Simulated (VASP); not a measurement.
# RbRe: single point with PBE

RbRe:

```
Rb Re
1.0
     4.13848    0.00000    0.00000
     0.00000    4.13848    0.00000
     0.00000    0.00000    4.13848
Rb Re
1 1
Cartesian
  2.0692 2.0692 2.0692
  0.0000 0.0000 0.0000
```

- Program: VASP 6.6.1
- Task: single point
- Functional: PBE
- Potentials or basis: VASP PAW PBE potentials, release 64 (Rb_sv, Re)
- Cutoff: 520 eV
- k mesh: 16 × 16 × 16
- Occupations: gaussian, width 0.1 eV
- Spin: collinear spin
- Starting moments: [0.0, 2.88] μB
- Dipole correction: no
- Further INCAR settings: ALGO = Fast; EDIFF = 1e-07; NBANDS = 19

The pressure is 0.0 GPa, the band gap on the k mesh is zero (filled and empty bands overlap) and the net moment is 4.03 μB per cell. The site moments are Rb +0.02; Re +3.52 μB and the valence electrons inside the program's atomic spheres are Rb 7.33; Re 5.32.

Levels at points of the mesh, in eV from the Fermi level:
Spin up:
```tsv
k point	band 8	band 9	band 10	band 11	band 12	band 13
(0.00, 0.00, 0.00)	-1.35	-1.35	-1.35	4.87	4.87	5.56
(0.50, 0.00, 0.00)	-1.50	-1.27	-0.62	-0.54	4.14	4.25
(0.50, 0.50, 0.00)	-1.73	-0.69	-0.60	1.75	1.75	4.89
(0.50, 0.50, 0.50)	-0.67	-0.67	-0.13	0.89	0.89	0.89
```
Spin down:
| k point | band 4 | band 5 | band 6 | band 7 | band 8 | band 9 |
| --- | --- | --- | --- | --- | --- | --- |
| (0.00, 0.00, 0.00) | -11.04 | -3.60 | -0.63 | -0.63 | 1.22 | 1.22 |
| (0.50, 0.00, 0.00) | -11.01 | -1.53 | -0.20 | -0.10 | 1.00 | 1.00 |
| (0.50, 0.50, 0.00) | -10.96 | -1.58 | -0.31 | 0.64 | 0.64 | 1.48 |
| (0.50, 0.50, 0.50) | -11.32 | 0.55 | 0.55 | 0.55 | 1.46 | 1.46 |

Wall time 6.2 min on 1 thread of Intel(R) Xeon(R) 6975P-C (Granite Rapids) (shared host), peak memory 0.46 GiB.

Caveat: spin-orbit coupling is left out, which moves the levels of the heavy elements.
